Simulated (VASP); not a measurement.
A run of VASP 6.6.1 is set up as follows.

INCAR

```
  ALGO = Normal
  EDIFF = 1E-7
  ENCUT = 520
  GGA = PE
  ISIF = 2
  ISMEAR = 0
  LASPH = T
  LCHARG = F
  LREAL = F
  LWAVE = F
  NBANDS = 18
  NELM = 100
  PREC = Accurate
  SIGMA = 0.1
```

KPOINTS

```
k-points
0
Gamma
  6 6 6
```

Contents of POSCAR:

```
TiH6
1.0
    3.2719538955      0.0000000000      0.0000000000
    0.0000000000      3.2719538955      0.0000000000
    0.0000000000      0.0000000000      3.2719538955
Ti H
1 6
Direct
    0.0000000000      0.0000000000      0.0000000000
    0.5000000000      0.5000000000      0.1433168421
    0.5000000000      0.5000000000      0.8566831579
    0.1433168421      0.5000000000      0.5000000000
    0.8566831579      0.5000000000      0.5000000000
    0.5000000000      0.1433168421      0.5000000000
    0.5000000000      0.8566831579      0.5000000000
```

Potentials or basis: VASP PAW PBE potentials, release 64 (Ti_sv, H).

Launch:

```sh
$ cat potpaw_PBE.64/Ti_sv/POTCAR potpaw_PBE.64/H/POTCAR > POTCAR
$ mpirun -np 1 vasp_std > vasp.out
```

Problem. Predict the band gap on the k mesh.

Solution. Zero (band 9 reaches 8.56 eV, above the bottom of band 10 at 5.87 eV).

Problem. Predict the pressure.

Solution. -0.3 GPa.

Forces in eV/Å, atoms in the order of the input:
```
Ti   0.000  0.000  0.000
H    0.000  0.000  0.031
H    0.000  0.000 -0.031
H    0.031  0.000  0.000
H   -0.031  0.000  0.000
H    0.000  0.031  0.000
H    0.000 -0.031  0.000
```
